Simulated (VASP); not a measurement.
# Pt2F3 in VASP: further runs, part 2 of 2

VASP 6.6.1. Earlier steps stand in the parts before.

## 3. Single point, PBE, collinear spin, ferromagnetic start

Input file INCAR:

```
PREC = Accurate
ENCUT = 520
EDIFF = 1E-6
ISMEAR = 0
SIGMA = 0.1
LREAL = False
LASPH = True
NELM = 150
ALGO = Normal
ISIF = 2
LWAVE = False
LCHARG = False
ISPIN = 2
MAGMOM = 1.21 1.21 0.22 0.16 0.16
LORBIT = 11
LMAXMIX = 4
GGA = PE
NBANDS = 32
```

Input file KPOINTS:

```
Automatic mesh
0
Gamma
  6 6 4
```

Input file POSCAR:

```
Pt2F3
1.0
    4.5620502077      0.0000000000      0.0000000000
   -2.2810251039      3.9508513732      0.0000000000
    0.0000000000      0.0000000000      4.0643340677
Pt F
2 3
Direct
    0.3333333333      0.6666666667      0.0002302712
    0.6666666667      0.3333333333      0.9997697288
    0.0000000000      0.0000000000      0.0000000000
    0.3333333333      0.6666666667      0.5002567541
    0.6666666667      0.3333333333      0.4997432459
```

Potentials or basis: VASP PAW PBE potentials, release 64 (Pt, F).

The run is started by

```sh
cat potpaw_PBE.64/Pt/POTCAR potpaw_PBE.64/F/POTCAR > POTCAR
mpirun -np 1 vasp_std > vasp.out
```

OUTCAR:

```text
PREC = Accurate
   ENCUT = 520
   EDIFF = 1E-6
   ISMEAR = 0
   LREAL = False
   LASPH = True
   NELM = 150
   ISIF = 2
   ISPIN = 2
   LORBIT = 11
   GGA = PE

 ion  position               nearest neighbor table
   1  0.333  0.667  0.000-   4 2.03   4 2.03   3 2.63   3 2.63   3 2.63   2 2.63   2 2.63   2 2.63

   2  0.667  0.333  1.000-   5 2.03   5 2.03   3 2.63   3 2.63   3 2.63   1 2.63   1 2.63   1 2.63

   3  0.000  0.000  0.000-   1 2.63   2 2.63   2 2.63   1 2.63   2 2.63   1 2.63
   4  0.333  0.667  0.500-   1 2.03   1 2.03
   5  0.667  0.333  0.500-   2 2.03   2 2.03

  LATTYP: Found a hexagonal cell.
 ALAT       =     4.5620502077
 C/A-ratio  =     0.8909007755

  Lattice vectors:

 A1 = (   4.5620502077,   0.0000000000,   0.0000000000)
 A2 = (  -2.2810251039,   3.9508513732,   0.0000000000)
 A3 = (   0.0000000000,   0.0000000000,   4.0643340677)

Analysis of symmetry for initial positions (statically):
=====================================================================
 Subroutine PRICEL returns:
 Original cell was already a primitive cell.

 Routine SETGRP: Setting up the symmetry group for a
 hexagonal supercell.

 Subroutine GETGRP returns: Found 12 space group operations
 (whereof 12 operations were pure point group operations)
 out of a pool of 24 trial point group operations.

The static configuration has the point symmetry D_3d.

Analysis of symmetry for dynamics (positions and initial velocities):
=====================================================================
 Subroutine PRICEL returns:
 Original cell was already a primitive cell.

 Routine SETGRP: Setting up the symmetry group for a
 hexagonal supercell.

 Subroutine GETGRP returns: Found 12 space group operations
 (whereof 12 operations were pure point group operations)
 out of a pool of 24 trial point group operations.

The dynamic configuration has the point symmetry D_3d.

Analysis of structural, dynamic, and magnetic symmetry:
[... 167 lines left out ...]
 val. band max:        3.1469729968   @ k =  -0.1667   0.5000   0.2500
 cond. band min:       3.1579526537   @ k =   0.3333   0.1667   0.5000
 fundamental gap:      0.0109796569
 Fermi energy:         3.1488557493

 spin component 1

 k-point     1 :       0.0000    0.0000    0.0000
  band No.  band energies     occupation
      1     -20.6265      1.00000
      2     -20.1203      1.00000
      3     -18.3062      1.00000
      4      -3.0207      1.00000
      5      -2.3799      1.00000
      6      -1.7701      1.00000
[... 829 lines left out ...]
     31      19.8283      0.00000
     32      19.8283      0.00000
 Fermi energy:         3.1488557493

 spin component 2

 k-point     1 :       0.0000    0.0000    0.0000
  band No.  band energies     occupation
      1     -20.6264      1.00000
      2     -20.1202      1.00000
      3     -18.3061      1.00000
      4      -3.0206      1.00000
      5      -2.3799      1.00000
      6      -1.7700      1.00000
[... 829 lines left out ...]
     31      19.8283      0.00000
     32      19.8284      0.00000

------------------------ aborting loop because EDIFF is reached ----------------------------------------

  FORCE on cell =-STRESS in cart. coord.  units (eV):
  Direction    XX          YY          ZZ          XY          YZ          ZX
  --------------------------------------------------------------------------------------
  -------------------------------------------------------------------------------------
  Total       -0.1914653     -0.1914653      0.3024358      0.0000000     -0.0000000      0.0000000
  in kB       -4.1875552     -4.1875552      6.6145999      0.0000000     -0.0000000      0.0000000
  external PRESSURE =      -0.5868368 kB  Pullay stress =       0.0000000 kB

 VOLUME and BASIS-vectors are now :
 -----------------------------------------------------------------------------
  energy-cutoff  :      520.00
  volume of cell :       73.26
      direct lattice vectors                 reciprocal lattice vectors
     4.562050208  0.000000000  0.000000000     0.219199692  0.126555001  0.000000000
    -2.281025104  3.950851373  0.000000000     0.000000000  0.253110002  0.000000000
     0.000000000  0.000000000  4.064334068     0.000000000  0.000000000  0.246042767

 POSITION                                       TOTAL-FORCE (eV/Angst)
 -----------------------------------------------------------------------------------
     -0.00000      2.63390      0.00094         0.000000      0.000000     -0.000316
      2.28103      1.31695      4.06340         0.000000     -0.000000      0.000316
      0.00000      0.00000      0.00000        -0.000000      0.000000      0.000000
     -0.00000      2.63390      2.03321        -0.000000     -0.000000     -0.003343
      2.28103      1.31695      2.03112         0.000000      0.000000      0.003343
 -----------------------------------------------------------------------------------
    total drift:                               -0.000000      0.000000      0.000000

  FREE ENERGIE OF THE ION-ELECTRON SYSTEM (eV)
  ---------------------------------------------------
  free  energy   TOTEN  =       -20.3786670183 eV

  energy  without entropy=      -20.3476379485  energy(sigma->0) =      -20.36315248

 total charge

# of ion       s       p       d       tot
------------------------------------------
    1        0.536   0.393   7.982   8.910
    2        0.536   0.393   7.982   8.910
    3        1.750   4.240   0.000   5.990
    4        1.737   4.311   0.000   6.049
    5        1.737   4.311   0.000   6.049
--------------------------------------------------
tot          6.296  13.648  15.964  35.907

 magnetization (x)

# of ion       s       p       d       tot
------------------------------------------
    1        0.000   0.000   0.001   0.001
    2        0.000   0.000   0.001   0.001
    3        0.000   0.000   0.000   0.000
    4       -0.000   0.000   0.000   0.000
    5       -0.000   0.000   0.000   0.000
--------------------------------------------------
tot          0.000   0.000   0.002   0.002
```

It took 70 s on 1 thread of Intel Xeon 6975P-C (Granite Rapids), shared host; peak memory 0.27 GiB.

What came out:

* Free energy: -20.3787 eV
* Pressure: -0.1 GPa
* Largest force: 0.003 eV/Å
* Net moment: 0.00 μB per cell
* Valence electrons inside the program's atomic spheres: Pt 8.91; F 5.99, 6.05

Forces on the atoms (eV/Å):
```
Pt   0.000  0.000  0.000
Pt   0.000  0.000  0.000
F    0.000  0.000  0.000
F    0.000  0.000 -0.003
F    0.000  0.000  0.003
```

Caveat: the k points lie up to 0.39 Å⁻¹ apart; spin-orbit coupling is left out, which moves the levels of the heavy elements.

## 4. Relaxation of cell and atoms, PBE

Input file INCAR:

```
  PREC = Accurate
  ENCUT = 600
  EDIFF = 1E-6
  ISMEAR = 0
  SIGMA = 0.1
  LREAL = F
  LASPH = T
  NELM = 100
  ALGO = Normal
  ISIF = 3
  LWAVE = F
  LCHARG = F
  GGA = PE
  IBRION = 2
  NSW = 100
  EDIFFG = -0.01
```

Input file KPOINTS:

```
Automatic mesh
0
Gamma
  12 12 10
```

Input file POSCAR:

```
Pt2F3
1.0
    4.5620502077      0.0000000000      0.0000000000
   -2.2810251039      3.9508513732      0.0000000000
    0.0000000000      0.0000000000      4.0643340677
Pt F
2 3
Direct
    0.3333333333      0.6666666667      0.0000000000
    0.6666666667      0.3333333333      0.0000000000
    0.0000000000      0.0000000000      0.0000000000
    0.3333333333      0.6666666667      0.5000000000
    0.6666666667      0.3333333333      0.5000000000
```

Potentials or basis: VASP PAW PBE potentials, release 64 (Pt, F).

The run is started by

```sh
cat potpaw_PBE.64/Pt/POTCAR potpaw_PBE.64/F/POTCAR > POTCAR
mpirun -np 1 vasp_std > vasp.out
```

OUTCAR:

```text
PREC = Accurate
   ENCUT = 600
   EDIFF = 1E-6
   ISMEAR = 0
   LREAL = F
   LASPH = T
   NELM = 100
   ISIF = 3
   GGA = PE
   IBRION = 2
   NSW = 100
   EDIFFG = -0.01

 ion  position               nearest neighbor table
   1  0.333  0.667  0.000-   4 2.03   4 2.03   2 2.63   2 2.63   3 2.63   3 2.63   3 2.63   2 2.63

   2  0.667  0.333  0.000-   5 2.03   5 2.03   1 2.63   1 2.63   3 2.63   3 2.63   3 2.63   1 2.63

   3  0.000  0.000  0.000-   1 2.63   2 2.63   2 2.63   1 2.63   2 2.63   1 2.63
   4  0.333  0.667  0.500-   1 2.03   1 2.03
   5  0.667  0.333  0.500-   2 2.03   2 2.03

  LATTYP: Found a hexagonal cell.
 ALAT       =     4.5620502077
 C/A-ratio  =     0.8909007755

  Lattice vectors:

 A1 = (   4.5620502077,   0.0000000000,   0.0000000000)
 A2 = (  -2.2810251039,   3.9508513732,   0.0000000000)
 A3 = (   0.0000000000,   0.0000000000,   4.0643340677)

Analysis of symmetry for initial positions (statically):
=====================================================================
 Subroutine PRICEL returns:
[... 183 lines left out ...]
  Direction    XX          YY          ZZ          XY          YZ          ZX
  --------------------------------------------------------------------------------------
  -------------------------------------------------------------------------------------
  Total       -0.1567137     -0.1567137     -0.0922217      0.0000000     -0.0000000      0.0000000
  in kB       -3.4274994     -3.4274994     -2.0169880      0.0000000     -0.0000000      0.0000000
  external PRESSURE =      -2.9573289 kB  Pullay stress =       0.0000000 kB
[... 143 lines left out ...]
--------------------------------------- Ionic step        5  -------------------------------------------

 number of electron      41.0000041 magnetization

 Free energy of the ion-electron system (eV)
  ---------------------------------------------------
  ext. energy  EPLUGINS =         0.00000000
  ---------------------------------------------------
  free energy    TOTEN  =       -20.28606217 eV

  energy without entropy =      -20.25196572  energy(sigma->0) =      -20.26901394

 E-fermi :   3.1391     XC(G=0): -10.3823

 val. band max:        3.1342489436   @ k =   0.3333   0.0000   0.5000
 cond. band min:       3.1402688201   @ k =   0.3333   0.2500   0.4000
 fundamental gap:      0.0060198766
 Fermi energy:         3.1391238119

 k-point     1 :       0.0000    0.0000    0.0000
  band No.  band energies     occupation
      1     -20.5966      2.00000
      2     -20.0837      2.00000
      3     -18.2643      2.00000
      4      -3.0029      2.00000
      5      -2.3557      2.00000
      6      -1.7382      2.00000
[... 637 lines left out ...]
     23       4.4371      0.00000
     24       7.6885      0.00000

 [... further k-points ...]

------------------------ aborting loop because EDIFF is reached ----------------------------------------

  FORCE on cell =-STRESS in cart. coord.  units (eV):
  Direction    XX          YY          ZZ          XY          YZ          ZX
  --------------------------------------------------------------------------------------
  -------------------------------------------------------------------------------------
  Total        0.0210833      0.0210833     -0.0273490     -0.0000000      0.0000000      0.0000000
  in kB        0.4624632      0.4624632     -0.5999018     -0.0000000      0.0000000      0.0000000
  external PRESSURE =       0.1083415 kB  Pullay stress =       0.0000000 kB
[... 20 lines left out ...]
  FREE ENERGIE OF THE ION-ELECTRON SYSTEM (eV)
  ---------------------------------------------------
  free  energy   TOTEN  =       -20.2860621698 eV

  energy  without entropy=      -20.2519657190  energy(sigma->0) =      -20.26901394

 reached required accuracy - stopping structural energy minimisation
```

OSZICAR:

```text
N       E                     dE             d eps       ncg     rms          rms(c)
DAV:   1     0.309802917512E+03    0.30980E+03   -0.24122E+04  5472   0.181E+03
DAV:   2    -0.885131388760E+01   -0.31865E+03   -0.31334E+03  6728   0.378E+02
DAV:   3    -0.241260368069E+02   -0.15275E+02   -0.15134E+02  6336   0.880E+01
[... 37 lines left out ...]
DAV:   2    -0.202861070258E+02    0.20657E-03   -0.75010E-04  6616   0.218E-01    0.553E-02
DAV:   3    -0.202860730974E+02    0.33928E-04   -0.11630E-04  6256   0.115E-01    0.300E-02
DAV:   4    -0.202860635125E+02    0.95850E-05   -0.29960E-05  6096   0.470E-02    0.121E-02
DAV:   5    -0.202860622457E+02    0.12667E-05   -0.28097E-06  4528   0.186E-02    0.493E-03
DAV:   6    -0.202860621698E+02    0.75981E-07   -0.58757E-07  2744   0.663E-03
   5 F= -.20286062E+02 E0= -.20269014E+02  d E =-.131347E-04
```

CONTCAR:

```text
Pt2F3
   1.00000000000000
     4.5555121607533282    0.0000000000000827   -0.0000000000000000
    -2.2777560804265211    3.9451892584530417   -0.0000000000000000
     0.0000000000000000   -0.0000000000000000    4.0641299642511779
  Pt              F
     2     3
Direct
     0.3333333332999970    0.6666666667000030    0.0000000000000000
     0.6666666667000030    0.3333333332999970    0.0000000000000000
     0.0000000000000000    0.0000000000000000    0.0000000000000000
     0.3333333332999970    0.6666666667000030    0.5000000000000000
     0.6666666667000030    0.3333333332999970    0.5000000000000000

  0.00000000E+00  0.00000000E+00  0.00000000E+00
  0.00000000E+00  0.00000000E+00  0.00000000E+00
  0.00000000E+00  0.00000000E+00  0.00000000E+00
  0.00000000E+00  0.00000000E+00  0.00000000E+00
  0.00000000E+00  0.00000000E+00  0.00000000E+00
```

Wall time 4.2 min (1 thread of Intel Xeon 6975P-C (Granite Rapids), shared host); peak memory 0.35 GiB.

Results:

```
Free energy                            : -20.2861 eV
Relaxed volume                         : 14.61 Å³/atom
Relaxed cell                           : a = 4.556 Å, b = 4.556 Å, c = 4.064 Å, α = 90.00°, β = 90.00°, γ = 120.00°
Space group after relaxing (to 0.05 Å) : P6/mmm (No. 191)
Energy gained by relaxing              : 0.0 meV/atom
Ionic steps                            : 5
Pressure after relaxing                : 0.0 GPa
```

Step by step:
| step | energy change (eV) | largest force (eV/Å) | pressure (GPa) | volume (Å³) |
| --- | --- | --- | --- | --- |
| 1 | 0.0000 | 0.0000 | -0.30 | 73.26 |
| 2 | -0.0001 | 0.0000 | 0.16 | 72.97 |
| 3 | -0.0002 | 0.0000 | 0.01 | 73.06 |
| 4 | -0.0002 | 0.0000 | 0.03 | 73.05 |
| 5 | -0.0002 | 0.0000 | 0.01 | 73.04 |

Final structure:
```
Pt F
1.0
     4.55551    0.00000    0.00000
    -2.27776    3.94519    0.00000
     0.00000    0.00000    4.06413
Pt F
2 3
Direct
  0.33333 0.66667 0.00000
  0.66667 0.33333 0.00000
  0.00000 0.00000 0.00000
  0.33333 0.66667 0.50000
  0.66667 0.33333 0.50000
```

Levels at points of the mesh, in eV from the Fermi level:
| k point | band 18 | band 19 | band 20 | band 21 | band 22 | band 23 | band 24 |
| --- | --- | --- | --- | --- | --- | --- | --- |
| (0.00, 0.00, 0.00) | -1.31 | -1.31 | -0.35 | -0.14 | -0.14 | 0.11 | 8.60 |
| (0.50, 0.00, 0.00) | -1.69 | -1.04 | -0.80 | -0.45 | -0.20 | 2.38 | 2.73 |
| (0.00, 0.00, 0.50) | -0.14 | -0.14 | -0.12 | -0.12 | 2.59 | 4.93 | 6.17 |
| (0.50, 0.00, 0.50) | -0.47 | -0.41 | 0.03 | 0.30 | 1.37 | 5.03 | 5.58 |

Caveat: spin-orbit coupling is left out, which moves the levels of the heavy elements; an odd number of electrons without spin polarisation forces a metal; a magnetic or distorted state may lie lower.

## 5. Overview

```csv
task,spin,cell,k mesh,cutoff (eV),gap on the mesh (eV),pressure (GPa)
single point,off,"a = 4.567, b = 4.567, c = 4.055 Å, angles 90.0, 90.0, 120.0°, 5 atoms",12 × 12 × 10,520,none,-0.1
single point,"collinear, ferromagnetic start","a = 4.562, b = 4.562, c = 4.064 Å, angles 90.0, 90.0, 120.0°, 5 atoms",6 × 6 × 4,520,none,-0.1
relaxation of cell and atoms,off,"relaxed from a = 4.562, b = 4.562, c = 4.064 Å, angles 90.0, 90.0, 120.0°, 5 atoms",12 × 12 × 10,600,none,0.0
```

Alike in all rows: level PBE; potentials or basis VASP PAW PBE potentials, release 64 (Pt, F); smearing gaussian 0.1 eV.

Caveats: some runs use coarse meshes; spin-orbit coupling is left out, which moves the levels of the heavy elements; an odd number of electrons without spin polarisation forces a metal (some runs); a magnetic or distorted state may lie lower (some runs).

Absolute energies hang on the potentials; compare differences alone.
